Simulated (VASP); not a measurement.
# SnGe7 (P-43m) in VASP: single point with LDA

Aim: the single point of SnGe7 with LDA.

All numbers are computed with VASP 6.6.1; they aren't measurements. Logs are shortened: lines on timing, memory, paths and dates and some standing lists are left out, and cuts for length are marked.

### Step 1. The cell of the first run

It takes space group P-43m (No. 215, cubic). The conventional cell has a = 5.736 Å, b = 5.736 Å, c = 5.736 Å, α = 90.00°, β = 90.00°, γ = 90.00°. Within 3.4 Å of Sn (site symmetry -43m) lie 4 Ge at 2.57 Å. Ge (site symmetry -42m) has 4 Ge at 2.46 Å within 3.2 Å. Within 3.2 Å of Ge (site symmetry 3m) lie 3 Ge at 2.46 Å and 1 Sn at 2.57 Å.

### Step 2. Single point, LDA

The input, INCAR:

```
PREC = Accurate
ENCUT = 520
EDIFF = 1E-6
ISMEAR = 0
SIGMA = 0.03
LREAL = F
LASPH = T
NELM = 60
ALGO = Normal
ISIF = 2
LWAVE = F
LCHARG = F
GGA = CA
NBANDS = 66
```

The input, KPOINTS:

```
regular mesh
0
Gamma
  7 7 7
```

The input, POSCAR:

```
SnGe7
1.0
    5.7355743102      0.0000000000      0.0000000000
    0.0000000000      5.7355743102      0.0000000000
    0.0000000000      0.0000000000      5.7355743102
Sn Ge
1 7
Direct
    0.0000000000      0.0000000000      0.0000000000
    0.0000000000      0.5000000000      0.5000000000
    0.2584945071      0.2584945071      0.2584945071
    0.2584945071      0.7415054929      0.7415054929
    0.5000000000      0.0000000000      0.5000000000
    0.5000000000      0.5000000000      0.0000000000
    0.7415054929      0.2584945071      0.7415054929
    0.7415054929      0.7415054929      0.2584945071
```

Potentials or basis: VASP PAW LDA potentials, release 64 (Sn_d, Ge_d).

On the command line:

```console
cat potpaw_LDA.64/Sn_d/POTCAR potpaw_LDA.64/Ge_d/POTCAR > POTCAR
mpirun -np 1 vasp_std > vasp.out
```

OUTCAR:

```text
PREC = Accurate
   ENCUT = 520
   EDIFF = 1E-6
   ISMEAR = 0
   LREAL = F
   LASPH = T
   NELM = 60
   ISIF = 2
   GGA = CA

 ion  position               nearest neighbor table
   1  0.000  0.000  0.000-   3 2.57   4 2.57   7 2.57   8 2.57
   2  0.000  0.500  0.500-   3 2.46   4 2.46   7 2.46   8 2.46
   3  0.258  0.258  0.258-   6 2.46   5 2.46   2 2.46   1 2.57
   4  0.258  0.742  0.742-   6 2.46   5 2.46   2 2.46   1 2.57
   5  0.500  0.000  0.500-   3 2.46   4 2.46   7 2.46   8 2.46
   6  0.500  0.500  0.000-   3 2.46   4 2.46   7 2.46   8 2.46
   7  0.742  0.258  0.742-   6 2.46   5 2.46   2 2.46   1 2.57
   8  0.742  0.742  0.258-   6 2.46   5 2.46   2 2.46   1 2.57

  LATTYP: Found a simple cubic cell.
 ALAT       =     5.7355743102

  Lattice vectors:

 A1 = (   5.7355743102,   0.0000000000,   0.0000000000)
 A2 = (   0.0000000000,   5.7355743102,   0.0000000000)
 A3 = (   0.0000000000,   0.0000000000,   5.7355743102)

Analysis of symmetry for initial positions (statically):
=====================================================================
 Subroutine PRICEL returns:
 Original cell was already a primitive cell.

 Routine SETGRP: Setting up the symmetry group for a
 simple cubic supercell.

 Subroutine GETGRP returns: Found 24 space group operations
 (whereof 24 operations were pure point group operations)
 out of a pool of 48 trial point group operations.

The static configuration has the point symmetry T_d .

Analysis of symmetry for dynamics (positions and initial velocities):
=====================================================================
 Subroutine PRICEL returns:
 Original cell was already a primitive cell.

 Routine SETGRP: Setting up the symmetry group for a
 simple cubic supercell.

 Subroutine GETGRP returns: Found 24 space group operations
 (whereof 24 operations were pure point group operations)
 out of a pool of 48 trial point group operations.

The dynamic configuration has the point symmetry T_d .

 Subroutine INISYM returns: Found 24 space group operations
 (whereof 24 operations are pure point group operations),
 and found     1 'primitive' translations

----------------------------------------------------------------------------------------

                                     Primitive cell

  volume of cell :     188.6821

  direct lattice vectors                    reciprocal lattice vectors
     5.735574310  0.000000000  0.000000000     0.174350457  0.000000000  0.000000000
     0.000000000  5.735574310  0.000000000     0.000000000  0.174350457  0.000000000
     0.000000000  0.000000000  5.735574310     0.000000000  0.000000000  0.174350457

  length of vectors
     5.735574310  5.735574310  5.735574310     0.174350457  0.174350457  0.174350457

  position of ions in fractional coordinates (direct lattice)
     0.000000000  0.000000000  0.000000000
     0.000000000  0.500000000  0.500000000
     0.258494507  0.258494507  0.258494507
     0.258494507  0.741505493  0.741505493
     0.500000000  0.000000000  0.500000000
     0.500000000  0.500000000  0.000000000
     0.741505493  0.258494507  0.741505493
     0.741505493  0.741505493  0.258494507

  ion indices of the primitive-cell ions
   primitive index   ion index
                 1           1
                 2           2
                 3           3
                 4           4
                 5           5
                 6           6
                 7           7
                 8           8

----------------------------------------------------------------------------------------

 KPOINTS: regular mesh

Automatic generation of k-mesh.
 Grid dimensions read from file:
 generate k-points for:    7    7    7

 Generating k-lattice:

  Cartesian coordinates                     Fractional coordinates (reciprocal lattice)
     0.024907208  0.000000000  0.000000000     0.142857143  0.000000000  0.000000000
     0.000000000  0.024907208  0.000000000     0.000000000  0.142857143  0.000000000
     0.000000000  0.000000000  0.024907208     0.000000000  0.000000000  0.142857143

  Length of vectors
     0.024907208  0.024907208  0.024907208

  Shift w.r.t. Gamma in fractional coordinates (k-lattice)
     0.000000000  0.000000000  0.000000000

 Subroutine IBZKPT returns following result:
 ===========================================

 Found     20 irreducible k-points:

 Following reciprocal coordinates:
            Coordinates               Weight
  0.000000  0.000000  0.000000      1.000000
  0.142857  0.000000  0.000000      6.000000
  0.285714  0.000000  0.000000      6.000000
  0.428571  0.000000  0.000000      6.000000
  0.142857  0.142857  0.000000     12.000000
  0.285714  0.142857  0.000000     24.000000
[... 12 lines left out ...]
  0.428571  0.428571  0.285714     24.000000
  0.428571  0.428571  0.428571      8.000000
   k-points           NKPTS =     20   k-points in BZ     NKDIM =     20   number of bands    NBANDS=     66
   number of dos      NEDOS =    301   number of ions     NIONS =      8
   total plane-waves  NPLWV = 110592
   dimension x,y,z NGX =    48 NGY =   48 NGZ =   48
   dimension x,y,z NGXF=    96 NGYF=   96 NGZF=   96
   ions per type =               1   7
   NGX,Y,Z   is equivalent  to a cutoff of  13.91, 13.91, 13.91 a.u.
   NGXF,Y,Z  is equivalent  to a cutoff of  27.83, 27.83, 27.83 a.u.
 SYSTEM =  unknown system
   PREC   = accura    normal or accurate (medium, high low for compatibility)
   ISTART =      0    job   : 0-new  1-cont  2-samecut
   ICHARG =      2    charge: 1-file 2-atom 10-const
   ISPIN  =      1    spin polarized calculation?
   LNONCOLLINEAR =      F non collinear calculations
   LSORBIT =      F    spin-orbit coupling
   LASPH  =      T    aspherical Exc in radial PAW
   ENCUT  =  520.0 eV  38.22 Ry    6.18 a.u.  10.66 10.66 10.66*2*pi/ulx,y,z
   NELM   =     60;   NELMIN=  2; NELMDL= -5     # of ELM steps
   EDIFF  = 0.1E-05   stopping-criterion for ELM
   LREAL  =      F    real-space projection
   EDIFFG = 0.1E-04   stopping-criterion for IOM
   NSW    =      0    number of steps for IOM
   IBRION =     -1    ionic relax: 0-MD 1-quasi-New 2-CG
   NFREE  =      0    steps in history (QN), initial steepest desc. (CG)
   ISIF   =      2    stress and relaxation
   ISYM   =      2    0-nonsym 1-usesym 2-fastsym
   POTIM  = 0.5000    time-step for ionic-motion
   TEBEG  =    0.0;   TEEND  =   0.0 temperature during run
   PSTRESS=    0.0 pullay stress
   NELECT =     112.0000    total number of electrons
   NUPDOWN=      -1.0000    fix difference up-down
   EMIN   =  10.00;   EMAX   =-10.00  energy-range for DOS
   EFERMI =   0.00;   METHOD = LEGACY
   ISMEAR =     0;   SIGMA  =   0.03  broadening in eV -4-tet -1-fermi 0-gaus
   EFERMI_NEDOS =   21; number of points for ismear=-14 and -15
   IALGO  =     38    algorithm
   IMIX   =      4    mixing-type and parameters
     AMIX     =   0.40;   BMIX     =  1.00
     AMIX_MAG =   1.60;   BMIX_MAG =  1.00
  volume/ion in A,a.u.               =      23.59       159.16
  Fermi-wavevector in a.u.,A,eV,Ry     =   1.375848  2.599977 25.755270  1.892959
  Thomas-Fermi vector in A             =   2.501147
   LORBIT       =      0    0 simple, 1 ext, 2 COOP (PROOUT), +10 PAW based schemes
   GGA     = CA    functional components
   LHFCALC =     F    Hartree Fock is set to
   AEXX    =    0.0000 exact exchange contribution
   IVDW    =     0    specifies the selected vdW correction
   LEPSILON=     F    determine dielectric tensor
   LRPA    =     F    only Hartree local field effects (RPA)
 non-spin polarized calculation
 Gauss-broadening in eV      SIGMA  =   0.03
  energy-cutoff  :      520.00
  volume of cell :      188.68
 maximum number of plane-waves:      5107
 NGX is ok and might be reduce to    48
   NGX = 21   NGY = 21   NGZ = 21

 number of electron     111.9999968 magnetization

 Free energy of the ion-electron system (eV)
  ---------------------------------------------------
  ext. energy  EPLUGINS =         0.00000000
  ---------------------------------------------------
  free energy    TOTEN  =       -40.58943421 eV

  energy without entropy =      -40.58909769  energy(sigma->0) =      -40.58926595

 E-fermi :   5.0188     XC(G=0): -10.2060

 val. band max:        4.9621560022   @ k =   0.1429   0.1429   0.0000
 cond. band min:       5.0327840944   @ k =   0.4286   0.4286   0.4286
 fundamental gap:      0.0706280922
 Fermi energy:         5.0188111676

 k-point     1 :       0.0000    0.0000    0.0000
  band No.  band energies     occupation
      1     -19.9791      2.00000
      2     -19.9791      2.00000
      3     -19.9791      2.00000
      4     -19.9512      2.00000
      5     -19.9512      2.00000
      6     -19.9512      2.00000
[... 58 lines left out ...]
     65       7.5634      0.00000
     66       7.5634      0.00000

 k-point     2 :       0.1429    0.0000    0.0000
  band No.  band energies     occupation
      1     -19.9809      2.00000
      2     -19.9796      2.00000
      3     -19.9796      2.00000
      4     -19.9549      2.00000
      5     -19.9527      2.00000
      6     -19.9527      2.00000
[... 58 lines left out ...]
     65       8.0272      0.00000
     66       8.0272      0.00000

 k-point     3 :       0.2857    0.0000    0.0000
  band No.  band energies     occupation
      1     -19.9844      2.00000
      2     -19.9807      2.00000
      3     -19.9807      2.00000
      4     -19.9616      2.00000
      5     -19.9552      2.00000
      6     -19.9552      2.00000
[... 1162 lines left out ...]
     65       8.8341      0.00000
     66       9.2265      0.00000

 k-point    20 :       0.4286    0.4286    0.4286
  band No.  band energies     occupation
      1     -19.9700      2.00000
      2     -19.9700      2.00000
      3     -19.9664      2.00000
      4     -19.9608      2.00000
      5     -19.9608      2.00000
      6     -19.9549      2.00000
[... 58 lines left out ...]
     65       8.7732      0.00000
     66       8.7733      0.00000

------------------------ aborting loop because EDIFF is reached ----------------------------------------

  FORCE on cell =-STRESS in cart. coord.  units (eV):
  Direction    XX          YY          ZZ          XY          YZ          ZX
  --------------------------------------------------------------------------------------
  -------------------------------------------------------------------------------------
  Total        0.1842675      0.1842675      0.1842675      0.0000000     -0.0000000      0.0000000
  in kB        1.5646909      1.5646909      1.5646909      0.0000000     -0.0000000      0.0000000
  external PRESSURE =       1.5646909 kB  Pullay stress =       0.0000000 kB

 VOLUME and BASIS-vectors are now :
 -----------------------------------------------------------------------------
  energy-cutoff  :      520.00
  volume of cell :      188.68
      direct lattice vectors                 reciprocal lattice vectors
     5.735574310  0.000000000  0.000000000     0.174350457  0.000000000  0.000000000
     0.000000000  5.735574310  0.000000000     0.000000000  0.174350457  0.000000000
     0.000000000  0.000000000  5.735574310     0.000000000  0.000000000  0.174350457

 POSITION                                       TOTAL-FORCE (eV/Angst)
 -----------------------------------------------------------------------------------
      0.00000      0.00000      0.00000        -0.000000     -0.000000      0.000000
      0.00000      2.86779      2.86779        -0.000000      0.000000      0.000000
      1.48261      1.48261      1.48261         0.000588      0.000588      0.000588
      1.48261      4.25296      4.25296         0.000588     -0.000588     -0.000588
      2.86779      0.00000      2.86779        -0.000000     -0.000000      0.000000
      2.86779      2.86779      0.00000        -0.000000     -0.000000      0.000000
      4.25296      1.48261      4.25296        -0.000588      0.000588     -0.000588
      4.25296      4.25296      1.48261        -0.000588     -0.000588      0.000588
 -----------------------------------------------------------------------------------
    total drift:                                0.000000      0.000000      0.000000

  FREE ENERGIE OF THE ION-ELECTRON SYSTEM (eV)
  ---------------------------------------------------
  free  energy   TOTEN  =       -40.5894342063 eV

  energy  without entropy=      -40.5890976894  energy(sigma->0) =      -40.58926595
```

It took 4.9 min on 1 thread of Intel Xeon 6975P-C, shared host; peak memory 0.36 GiB.

Results:

```yaml
Free_energy: -40.5894 eV
Pressure: 0.2 GPa
Band_gap_on_the_k_mesh: zero (band 56 reaches 5.08 eV, above the bottom of band 57 at 5.03 eV)
```

Levels at points of the mesh, in eV from the Fermi level:
```tsv
k point	band 52	band 53	band 54	band 55	band 56	band 57	band 58	band 59	band 60	band 61
(0.00, 0.00, 0.00)	-2.96	-2.96	-0.42	0.06	0.06	0.06	0.62	0.62	0.62	0.81
```

Caveat: spin-orbit coupling is left out, which moves the levels of the heavy elements.
